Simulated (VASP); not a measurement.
Wanted: the native input for a VASP 6.6.1 run.

| Property | Result |
| --- | --- |
| Task | single point |
| Functional | PBEsol |
| Potentials or basis | VASP PAW PBE potentials, release 64 (Zn) |
| Cutoff | 520 eV |
| k mesh | 26 × 26 × 26 |
| Occupations | gaussian, width 0.1 eV |
| Spin | no spin polarisation |
| Dipole correction | no |
| Further INCAR settings | ALGO = Fast; EDIFF = 1e-07; NBANDS = 12 |

The structure of Zn lies in POSCAR:

```
Zn
1.0
   -1.5294624795      1.5294624795      1.5294624795
    1.5294624795     -1.5294624795      1.5294624795
    1.5294624795      1.5294624795     -1.5294624795
Zn
1
Direct
    0.0000000000      0.0000000000      0.0000000000
```

This isn't the form of Zn at room conditions, which is hcp.

One way to write it, as run:

INCAR

```
SYSTEM = Zn
  PREC = Accurate
  ENCUT = 520
  EDIFF = 1E-7
  ISMEAR = 0
  SIGMA = 0.1
  LREAL = .FALSE.
  LASPH = .TRUE.
  NELM = 100
  ALGO = Fast
  ISIF = 2
  LWAVE = .FALSE.
  LCHARG = .FALSE.
  GGA = PS
  NBANDS = 12
```

KPOINTS

```
regular mesh
0
G
  26 26 26
  0 0 0
```

Potentials or basis: VASP PAW PBE potentials, release 64 (Zn).

Run with:

```bash
$ cat potpaw_PBE.64/Zn/POTCAR > POTCAR
$ mpirun -np 1 vasp_std > vasp.out
```

Results of the run:

- Pressure: 0.5 GPa
- Band gap on the k mesh: zero (bands 6 and 7 overlap by 5.15 eV)

Caveat: the PAW data sets were made with another functional, which shifts forces and pressure a little.

Run time: 55 s on 1 thread of Intel(R) Xeon(R) Platinum 8259CL CPU @ 2.50GHz (Skylake/Cascade Lake), on a shared host, peak memory 0.19 GiB.
